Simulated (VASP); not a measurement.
# GaP2 (P4/mmm) in VASP: a series of runs

GaP2 is run at these levels: PBE; tasks: relaxation of cell and atoms, single point.

All numbers are computed with VASP 6.6.1; they aren't measurements. Logs are shortened: lines on timing, memory, paths and dates and some standing lists are left out, and cuts for length are marked.

**1. The cell of the first run**

Symmetry: P4/mmm, No. 123, tetragonal system. The conventional cell has a = 3.001 Å, b = 3.001 Å, c = 5.717 Å, α = 90.00°, β = 90.00°, γ = 90.00°. Ga (site symmetry 4/mmm) has 8 P at 2.63 Å and 4 Ga at 3.00 Å within 3.5 Å. Within 3.4 Å of P (site symmetry 4mm) lie 6 P at 2.61 to 3.10 Å and 4 Ga at 2.63 Å.

**2. Relaxation of cell and atoms, PBE**

Input file INCAR:

```
  PREC = Accurate
  ENCUT = 600
  EDIFF = 1E-6
  ISMEAR = 0
  SIGMA = 0.1
  LREAL = F
  LASPH = T
  NELM = 100
  ALGO = Normal
  ISIF = 3
  LWAVE = F
  LCHARG = F
  GGA = PE
  IBRION = 2
  NSW = 90
  EDIFFG = -0.04
```

Input file KPOINTS:

```
Automatic mesh
0
Gamma
  6 6 4
```

Input file POSCAR:

```
GaP2
1.0
    3.0009139600      0.0000000000      0.0000000000
    0.0000000000      3.0009139600      0.0000000000
    0.0000000000      0.0000000000      5.7174032800
Ga P
1 2
Direct
    0.0000000000      0.0000000000      0.0000000000
    0.5000000000      0.5000000000      0.7286017500
    0.5000000000      0.5000000000      0.2713982500
```

Potentials or basis: VASP PAW PBE potentials, release 64 (Ga_d, P).

On the command line:

```console
cat potpaw_PBE.64/Ga_d/POTCAR potpaw_PBE.64/P/POTCAR > POTCAR
mpirun -np 1 vasp_std > vasp.out
```

OUTCAR:

```text
PREC = Accurate
   ENCUT = 600
   EDIFF = 1E-6
   ISMEAR = 0
   LREAL = F
   LASPH = T
   NELM = 100
   ISIF = 3
   GGA = PE
   IBRION = 2
   NSW = 90
   EDIFFG = -0.04

 ion  position               nearest neighbor table
   1  0.000  0.000  0.000-   2 2.63   3 2.63   2 2.63   3 2.63   2 2.63   3 2.63   2 2.63   3 2.63

   2  0.500  0.500  0.729-   3 2.61   1 2.63   1 2.63   1 2.63   1 2.63
   3  0.500  0.500  0.271-   2 2.61   1 2.63   1 2.63   1 2.63   1 2.63

  LATTYP: Found a simple tetragonal cell.
 ALAT       =     3.0009139600
 C/A-ratio  =     1.9052206615

  Lattice vectors:

 A1 = (   3.0009139600,   0.0000000000,   0.0000000000)
 A2 = (   0.0000000000,   3.0009139600,   0.0000000000)
 A3 = (   0.0000000000,   0.0000000000,   5.7174032800)

Analysis of symmetry for initial positions (statically):
=====================================================================
 Subroutine PRICEL returns:
 Original cell was already a primitive cell.

 Routine SETGRP: Setting up the symmetry group for a
 simple tetragonal supercell.

 Subroutine GETGRP returns: Found 16 space group operations
 (whereof 16 operations were pure point group operations)
 out of a pool of 16 trial point group operations.

The static configuration has the point symmetry D_4h.

Analysis of symmetry for dynamics (positions and initial velocities):
=====================================================================
 Subroutine PRICEL returns:
 Original cell was already a primitive cell.

 Routine SETGRP: Setting up the symmetry group for a
 simple tetragonal supercell.

 Subroutine GETGRP returns: Found 16 space group operations
 (whereof 16 operations were pure point group operations)
 out of a pool of 16 trial point group operations.

The dynamic configuration has the point symmetry D_4h.

 Subroutine INISYM returns: Found 16 space group operations
 (whereof 16 operations are pure point group operations),
 and found     1 'primitive' translations

----------------------------------------------------------------------------------------

                                     Primitive cell

  volume of cell :      51.4880

  direct lattice vectors                    reciprocal lattice vectors
     3.000913960  0.000000000  0.000000000     0.333231813  0.000000000  0.000000000
     0.000000000  3.000913960  0.000000000     0.000000000  0.333231813  0.000000000
     0.000000000  0.000000000  5.717403280     0.000000000  0.000000000  0.174904577

  length of vectors
     3.000913960  3.000913960  5.717403280     0.333231813  0.333231813  0.174904577

  position of ions in fractional coordinates (direct lattice)
     0.000000000  0.000000000  0.000000000
     0.500000000  0.500000000  0.728601750
     0.500000000  0.500000000  0.271398250

  ion indices of the primitive-cell ions
   primitive index   ion index
                 1           1
                 2           2
                 3           3

----------------------------------------------------------------------------------------

 KPOINTS: Automatic mesh

Automatic generation of k-mesh.
 Grid dimensions read from file:
 generate k-points for:    6    6    4

 Generating k-lattice:

  Cartesian coordinates                     Fractional coordinates (reciprocal lattice)
     0.055538636  0.000000000  0.000000000     0.166666667  0.000000000  0.000000000
     0.000000000  0.055538636  0.000000000     0.000000000  0.166666667  0.000000000
     0.000000000  0.000000000  0.043726144     0.000000000  0.000000000  0.250000000

  Length of vectors
     0.055538636  0.055538636  0.043726144

  Shift w.r.t. Gamma in fractional coordinates (k-lattice)
     0.000000000  0.000000000  0.000000000

 Subroutine IBZKPT returns following result:
 ===========================================

 Found     30 irreducible k-points:

 Following reciprocal coordinates:
            Coordinates               Weight
  0.000000  0.000000  0.000000      1.000000
  0.166667  0.000000  0.000000      4.000000
  0.333333  0.000000  0.000000      4.000000
  0.500000  0.000000  0.000000      2.000000
  0.166667  0.166667  0.000000      4.000000
  0.333333  0.166667  0.000000      8.000000
[... 16 lines left out ...]
  0.333333  0.000000  0.500000      4.000000
  0.500000  0.000000  0.500000      2.000000
 [... further k-points ...]
   k-points           NKPTS =     30   k-points in BZ     NKDIM =     30   number of bands    NBANDS=     15
   number of dos      NEDOS =    301   number of ions     NIONS =      3
   total plane-waves  NPLWV =  27648
   dimension x,y,z NGX =    24 NGY =   24 NGZ =   48
   dimension x,y,z NGXF=    48 NGYF=   48 NGZF=   96
   ions per type =               1   2
   NGX,Y,Z   is equivalent  to a cutoff of  13.30, 13.30, 13.96 a.u.
   NGXF,Y,Z  is equivalent  to a cutoff of  26.59, 26.59, 27.91 a.u.
 SYSTEM =  unknown system
   PREC   = accura    normal or accurate (medium, high low for compatibility)
   ISTART =      0    job   : 0-new  1-cont  2-samecut
   ICHARG =      2    charge: 1-file 2-atom 10-const
   ISPIN  =      1    spin polarized calculation?
   LNONCOLLINEAR =      F non collinear calculations
   LSORBIT =      F    spin-orbit coupling
   LASPH  =      T    aspherical Exc in radial PAW
   ENCUT  =  600.0 eV  44.10 Ry    6.64 a.u.   5.99  5.99 11.42*2*pi/ulx,y,z
   NELM   =    100;   NELMIN=  2; NELMDL= -5     # of ELM steps
   EDIFF  = 0.1E-05   stopping-criterion for ELM
   LREAL  =      F    real-space projection
   EDIFFG = -.4E-01   stopping-criterion for IOM
   NSW    =     90    number of steps for IOM
   IBRION =      2    ionic relax: 0-MD 1-quasi-New 2-CG
   NFREE  =      1    steps in history (QN), initial steepest desc. (CG)
   ISIF   =      3    stress and relaxation
   ISYM   =      2    0-nonsym 1-usesym 2-fastsym
   POTIM  = 0.5000    time-step for ionic-motion
   TEBEG  =    0.0;   TEEND  =   0.0 temperature during run
   PSTRESS=    0.0 pullay stress
   NELECT =      23.0000    total number of electrons
   NUPDOWN=      -1.0000    fix difference up-down
   EMIN   =  10.00;   EMAX   =-10.00  energy-range for DOS
   EFERMI =   0.00;   METHOD = LEGACY
   ISMEAR =     0;   SIGMA  =   0.10  broadening in eV -4-tet -1-fermi 0-gaus
   EFERMI_NEDOS =   21; number of points for ismear=-14 and -15
   IALGO  =     38    algorithm
   IMIX   =      4    mixing-type and parameters
     AMIX     =   0.40;   BMIX     =  1.00
     AMIX_MAG =   1.60;   BMIX_MAG =  1.00
  volume/ion in A,a.u.               =      17.16       115.82
  Fermi-wavevector in a.u.,A,eV,Ry     =   1.251456  2.364908 21.308646  1.566141
  Thomas-Fermi vector in A             =   2.385402
   LORBIT       =      0    0 simple, 1 ext, 2 COOP (PROOUT), +10 PAW based schemes
   GGA     = PE    functional components
   LHFCALC =     F    Hartree Fock is set to
   AEXX    =    0.0000 exact exchange contribution
   IVDW    =     0    specifies the selected vdW correction
   LEPSILON=     F    determine dielectric tensor
   LRPA    =     F    only Hartree local field effects (RPA)
 conjugate gradient relaxation of ions
 non-spin polarized calculation
 Gauss-broadening in eV      SIGMA  =   0.10
  energy-cutoff  :      600.00
  volume of cell :       51.49
 maximum number of plane-waves:      1748
 NGX is ok and might be reduce to    24

--------------------------------------- Ionic step        1  -------------------------------------------

 number of electron      23.0000002 magnetization

 Free energy of the ion-electron system (eV)
  ---------------------------------------------------
  ext. energy  EPLUGINS =         0.00000000
  ---------------------------------------------------
  free energy    TOTEN  =       -11.94124043 eV

  energy without entropy =      -11.92910865  energy(sigma->0) =      -11.93517454

------------------------ aborting loop because EDIFF is reached ----------------------------------------

  FORCE on cell =-STRESS in cart. coord.  units (eV):
  Direction    XX          YY          ZZ          XY          YZ          ZX
  --------------------------------------------------------------------------------------
  -------------------------------------------------------------------------------------
  Total        2.8132371      2.8132371     -1.4277547      0.0000000      0.0000000      0.0000000
  in kB       87.5408983     87.5408983    -44.4281541      0.0000000      0.0000000      0.0000000
  external PRESSURE =      43.5512142 kB  Pullay stress =       0.0000000 kB
[... 962 lines left out ...]
      1      -9.8243      2.00000
      2      -9.7942      2.00000
      3      -9.7852      2.00000
      4      -9.7519      2.00000
      5      -9.7312      2.00000
      6      -6.6891      2.00000
      7      -4.2456      2.00000
      8      -1.5215      2.00000
      9       0.2329      2.00000
     10       3.7069      2.00000
     11       4.9692      0.38700
     12       6.9245      0.00000
     13       7.1174      0.00000
     14       8.5513      0.00000
     15      10.1065      0.00000

 [... further k-points ...]

[... ionic steps 4 to 16 ...]

--------------------------------------- Ionic step       17  -------------------------------------------

 number of electron      22.9999994 magnetization

------------------------ aborting loop because EDIFF is reached ----------------------------------------

  FORCE on cell =-STRESS in cart. coord.  units (eV):
  Direction    XX          YY          ZZ          XY          YZ          ZX
  --------------------------------------------------------------------------------------
  -------------------------------------------------------------------------------------
  Total       -0.0738631     -0.0738631     -0.0534119      0.0000000      0.0000000      0.0000000
  in kB       -2.0302182     -2.0302182     -1.4680937      0.0000000      0.0000000      0.0000000
  external PRESSURE =      -1.8428434 kB  Pullay stress =       0.0000000 kB
[... 59 lines left out ...]
  energy  without entropy=      -12.7542088416  energy(sigma->0) =      -12.75721782

--------------------------------------- Ionic step       19  -------------------------------------------

 number of electron      22.9999989 magnetization

 Free energy of the ion-electron system (eV)
  ---------------------------------------------------
  ext. energy  EPLUGINS =         0.00000000
  ---------------------------------------------------
  free energy    TOTEN  =       -12.76137200 eV

  energy without entropy =      -12.75357762  energy(sigma->0) =      -12.75747481

 E-fermi :   5.5182     XC(G=0): -10.2235

 val. band max:        5.4971366849   @ k =   0.3333   0.0000   0.0000
 cond. band min:       5.5479257599   @ k =   0.3333   0.3333   0.2500
 fundamental gap:      0.0507890750
 Fermi energy:         5.5182052801

 k-point     1 :       0.0000    0.0000    0.0000
  band No.  band energies     occupation
      1      -9.3072      2.00000
      2      -9.2691      2.00000
      3      -9.2314      2.00000
      4      -9.2314      2.00000
      5      -9.2284      2.00000
      6      -8.0224      2.00000
      7      -2.6893      2.00000
      8      -2.0521      2.00000
      9       4.0775      2.00000
     10       4.0775      2.00000
     11       5.9324      0.00000
     12       8.2312      0.00000
[... 447 lines left out ...]
  FREE ENERGIE OF THE ION-ELECTRON SYSTEM (eV)
  ---------------------------------------------------
  free  energy   TOTEN  =       -12.7613720021 eV

  energy  without entropy=      -12.7535776245  energy(sigma->0) =      -12.75747481

 reached required accuracy - stopping structural energy minimisation
```

It took 3.3 min on 1 thread of Intel Xeon Platinum 8488C (Sapphire Rapids), shared host; peak memory 0.19 GiB.

What came out:

| Item | Value |
| --- | --- |
| Free energy | -12.7614 eV |
| Relaxed volume | 19.25 Å³/atom |
| Relaxed cell | a = 3.404 Å, b = 3.404 Å, c = 4.985 Å, α = 90.00°, β = 90.00°, γ = 90.00° |
| Space group after relaxing (to 0.05 Å) | P4/mmm (No. 123) |
| Energy gained by relaxing | 273.4 meV/atom |
| Ionic steps | 19 |
| Pressure after relaxing | 0.0 GPa |
| Largest force after relaxing | 0.023 eV/Å |

Forces in eV/Å, atoms in the order of the input:
```
Ga   0.000  0.000  0.000
P    0.000  0.000  0.023
P    0.000  0.000 -0.023
```

The path:
| step | energy change (eV) | largest force (eV/Å) | pressure (GPa) | volume (Å³) |
| --- | --- | --- | --- | --- |
| 1 | 0.0000 | 0.6318 | 4.36 | 51.49 |
| 2 | -0.2813 | 0.2982 | -1.59 | 54.96 |
| 3 | -0.3925 | 0.3971 | -4.56 | 57.24 |
| 4 | -0.5204 | 1.0410 | -6.94 | 61.77 |
| 5 | -0.5037 | 0.6801 | -1.67 | 70.54 |
| 6 | -0.5803 | 1.2837 | -7.00 | 63.96 |
| 7 | -0.6365 | 0.9152 | -5.65 | 67.29 |
| 8 | -0.6303 | 1.1501 | -6.47 | 65.83 |
| 9 | -0.6608 | 0.7874 | -1.26 | 65.33 |
| 10 | -0.6996 | 0.3232 | -3.70 | 65.54 |
| 11 | -0.7395 | 0.2295 | -3.22 | 63.98 |
| 12 | -0.7978 | 0.0982 | -2.17 | 60.85 |
| 13 | -0.7745 | 0.2761 | 2.28 | 54.81 |
| 14 | -0.8153 | 0.0192 | -0.56 | 58.40 |
| 15 | -0.8153 | 0.0258 | -0.82 | 58.60 |
| 16 | -0.8176 | 0.2163 | 0.06 | 58.21 |
| 17 | -0.8177 | 0.1619 | -0.18 | 58.29 |
| 18 | -0.8190 | 0.1087 | -0.10 | 58.10 |
| 19 | -0.8201 | 0.0233 | -0.02 | 57.75 |

Final structure:
```xyz
3
Lattice="3.4037 0.0000 0.0000 0.0000 3.4037 0.0000 0.0000 0.0000 4.9846" Properties=species:S:1:pos:R:3 pbc="T T T"
Ga    0.0000    0.0000    0.0000
P     1.7018    1.7018    3.5087
P     1.7018    1.7018    1.4759
```

**3. Single point, PBE**

This run uses another cell than the first one: it holds 6 atoms, not 3.

Input file INCAR:

```
PREC     = Accurate       # precision mode
ENCUT    = 520            # plane-wave cutoff, eV
EDIFF    = 1E-6           # SCF threshold, eV
ISMEAR   = 0              # smearing method
SIGMA    = 0.2            # smearing width, eV
LREAL    = False          # projectors in reciprocal space
LASPH    = True           # aspherical terms in the spheres
NELM     = 100            # most SCF steps
ALGO     = Normal         # electronic algorithm
ISIF     = 2              # what is computed and relaxed
LWAVE    = False          # write WAVECAR
LCHARG   = False          # write CHGCAR
GGA      = PE             # functional
NBANDS   = 32             # bands
```

Input file KPOINTS:

```
regular mesh
0
Gamma
  6 4 4
```

Input file POSCAR:

```
GaP2
1.0
    0.0000000000      3.3793450121      0.0000000000
    0.0000000000      0.0000000000      4.9096673139
    6.7586900243      0.0000000000      0.0000000000
Ga P
2 4
Direct
    0.0000000000      0.0000000000      0.5000000000
    0.0000000000      0.0000000000      1.0000000000
    0.5000000000      0.7122343932      0.2500000000
    0.5000000000      0.7122343932      0.7500000000
    0.5000000000      0.2877656068      0.2500000000
    0.5000000000      0.2877656068      0.7500000000
```

Potentials or basis: VASP PAW PBE potentials, release 64 (Ga_d, P).

On the command line:

```console
cat potpaw_PBE.64/Ga_d/POTCAR potpaw_PBE.64/P/POTCAR > POTCAR
mpirun -np 1 vasp_std > vasp.out
```

Run time: 90 s. Hardware: 1 thread of Intel Xeon Platinum 8488C (Sapphire Rapids), shared host; peak memory 0.28 GiB.

It converged, with:

```yaml
Free_energy: -25.5436 eV
Pressure: 0.1 GPa
Largest_force: 0.306 eV/Å
Band_gap_on_the_k_mesh: zero (band 23 reaches 7.66 eV, above the bottom of band 24 at 4.54 eV)
```

Forces on the atoms (eV/Å):
```
Ga   0.000  0.000  0.000
Ga   0.000  0.000  0.000
P    0.000  0.000 -0.306
P    0.000  0.000 -0.306
P    0.000  0.000  0.306
P    0.000  0.000  0.306
```

Stress tensor (GPa, compression positive):
```
 0.68  0.00  0.00
 0.00 -0.58  0.00
 0.00  0.00  0.32
```

Levels at points of the mesh, in eV from the Fermi level:
| k point | band 19 | band 20 | band 21 | band 22 | band 23 | band 24 | band 25 | band 26 | band 27 | band 28 |
| --- | --- | --- | --- | --- | --- | --- | --- | --- | --- | --- |
| (0.00, 0.00, 0.00) | -1.43 | -1.42 | -0.39 | -0.21 | 0.41 | 2.78 | 2.79 | 3.34 | 4.32 | 4.44 |
| (0.50, 0.00, 0.00) | -4.37 | -3.81 | -2.39 | -0.40 | -0.33 | -0.31 | -0.20 | 2.03 | 2.04 | 2.54 |
| (0.00, 0.50, 0.00) | -0.78 | -0.21 | -0.20 | 0.07 | 0.08 | 0.38 | 1.87 | 2.21 | 2.29 | 4.01 |
| (0.50, 0.50, 0.00) | -3.52 | -3.43 | -3.41 | -0.85 | -0.16 | 0.39 | 0.84 | 1.88 | 2.21 | 3.75 |
| (0.00, 0.00, 0.50) | -0.91 | -0.91 | -0.23 | -0.23 | 0.96 | 0.96 | 3.04 | 3.04 | 3.52 | 3.52 |
| (0.50, 0.00, 0.50) | -2.88 | -2.88 | -1.65 | -1.65 | -1.20 | -1.20 | 1.30 | 1.30 | 1.89 | 1.89 |
| (0.00, 0.50, 0.50) | -1.21 | -1.21 | 0.06 | 0.06 | 0.76 | 0.76 | 1.12 | 1.12 | 3.54 | 3.54 |
| (0.50, 0.50, 0.50) | -1.96 | -1.96 | -1.65 | -1.65 | -0.36 | -0.36 | 0.16 | 0.16 | 2.92 | 2.92 |

**4. Single point, PBE**

This run uses another cell than the first one, of 18.69 Å³/atom, 1.089 times its volume.

Input file INCAR:

```
PREC = Accurate ; ENCUT = 520
EDIFF = 1E-6 ; ISMEAR = 0
SIGMA = 0.1 ; LREAL = F
LASPH = T ; NELM = 100
ALGO = Normal ; ISIF = 2
LWAVE = F ; LCHARG = T
GGA = PE ; LELF = T
LVHAR = T ; NBANDS = 18
```

Input file KPOINTS:

```
Automatic mesh
0
Gamma
  14 14 10
```

Input file POSCAR:

```
GaP2
1.0
    3.3793450121      0.0000000000      0.0000000000
    0.0000000000      3.3793450121      0.0000000000
    0.0000000000      0.0000000000      4.9096673139
Ga P
1 2
Direct
    0.0000000000      0.0000000000      0.0000000000
    0.5000000000      0.5000000000      0.7122343932
    0.5000000000      0.5000000000      0.2877656068
```

On the command line:

```console
cat potpaw_PBE.64/Ga_d/POTCAR potpaw_PBE.64/P/POTCAR > POTCAR
mpirun -np 1 vasp_std > vasp.out
```

Run time: 2.4 min. Hardware: 1 thread of Intel Xeon Platinum 8488C (Sapphire Rapids), shared host; peak memory 0.33 GiB.

It converged, with:

```
Free energy   : -12.7957 eV
Pressure      : -0.1 GPa
Largest force : 0.059 eV/Å
```

Forces on the atoms (eV/Å):
```
Ga   0.000  0.000  0.000
P    0.000  0.000 -0.059
P    0.000  0.000  0.059
```

Stress tensor (GPa, compression positive):
```
 0.00  0.00  0.00
 0.00  0.00  0.00
 0.00  0.00 -0.29
```

Levels at points of the mesh, in eV from the Fermi level:
| k point | band 8 | band 9 | band 10 | band 11 | band 12 | band 13 | band 14 | band 15 |
| --- | --- | --- | --- | --- | --- | --- | --- | --- |
| (0.00, 0.00, 0.00) | -7.52 | -1.44 | -1.44 | 0.38 | 2.77 | 2.77 | 4.42 | 5.68 |
| (0.50, 0.00, 0.00) | -6.70 | -5.82 | -2.40 | -0.42 | -0.22 | 3.34 | 4.31 | 4.82 |
| (0.50, 0.50, 0.00) | -5.21 | -5.21 | -4.39 | -3.86 | -0.34 | -0.34 | 2.01 | 2.01 |
| (0.00, 0.00, 0.50) | -2.29 | -0.81 | -0.22 | -0.22 | 0.06 | 0.06 | 2.27 | 3.99 |
| (0.50, 0.00, 0.50) | -6.96 | -5.02 | -0.87 | 0.37 | 1.86 | 2.19 | 4.18 | 5.02 |
| (0.50, 0.50, 0.50) | -4.01 | -4.01 | -3.56 | -3.43 | -3.43 | -0.17 | 0.81 | 3.73 |

**5. Overview**

```tsv
task	cell	k mesh	cutoff (eV)	smearing	gap on the mesh (eV)	pressure (GPa)	largest force (eV/Å)
relaxation of cell and atoms	relaxed from a = 3.001, b = 3.001, c = 5.717 Å, 3 atoms	6 × 6 × 4	600	gaussian 0.1 eV	none	0.0	0.02
single point	a = 3.379, b = 4.910, c = 6.759 Å, 6 atoms	6 × 4 × 4	520	gaussian 0.2 eV	none	0.1	0.31
single point	a = 3.379, b = 3.379, c = 4.910 Å, 3 atoms	14 × 14 × 10	520	gaussian 0.1 eV	none	-0.1	0.06
```

Alike in all rows: level PBE; potentials or basis VASP PAW PBE potentials, release 64 (Ga_d, P); no spin polarisation.

Absolute energies hang on the potentials; compare differences alone.
